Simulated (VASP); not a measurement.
Set up this calculation in VASP 6.6.1, as the native input.

| Quantity | Value |
| --- | --- |
| Task | single point |
| Functional | PBE |
| Potentials or basis | VASP PAW PBE potentials, release 64 (Cd, S) |
| Cutoff | 520 eV |
| k mesh | 6 × 6 × 6 |
| Occupations | gaussian, width 0.01 eV |
| Spin | no spin polarisation |
| Dipole correction | no |
| Further INCAR settings | ALGO = Normal; EDIFF = 1e-07; NBANDS = 16 |

The structure of CdS (Hawleyite) lies in POSCAR:

```
CdS
1.0
    0.0000000000      2.9358151324      2.9358151324
    2.9358151324      0.0000000000      2.9358151324
    2.9358151324      2.9358151324      0.0000000000
Cd S
1 1
Direct
    0.0000000000      0.0000000000      0.0000000000
    0.2500000000      0.2500000000      0.2500000000
```

These files were run (other wordings do the same):

INCAR

```
SYSTEM = CdS
ALGO = Normal ; EDIFF = 1E-7
ENCUT = 520 ; GGA = PE
ISIF = 2 ; ISMEAR = 0
LASPH = .True. ; LCHARG = .True.
LELF = .True. ; LREAL = .False.
LVHAR = .True. ; LWAVE = .False.
NBANDS = 16 ; NELM = 80
PREC = Accurate ; SIGMA = 0.01
```

KPOINTS

```
k-points
0
Gamma
  6 6 6
  0 0 0
```

Potentials or basis: VASP PAW PBE potentials, release 64 (Cd, S).

Command:

```sh
$ cat potpaw_PBE.64/Cd/POTCAR potpaw_PBE.64/S/POTCAR > POTCAR
$ mpirun -np 1 vasp_std > vasp.out
```

It gave:

The pressure is 1.9 GPa. The band gap on the k mesh is 1.10 eV, direct.

It took 12 s on 1 thread of Intel(R) Xeon(R) Platinum 8259CL CPU @ 2.50GHz (Skylake/Cascade Lake), on a shared host, peak memory 0.17 GiB.
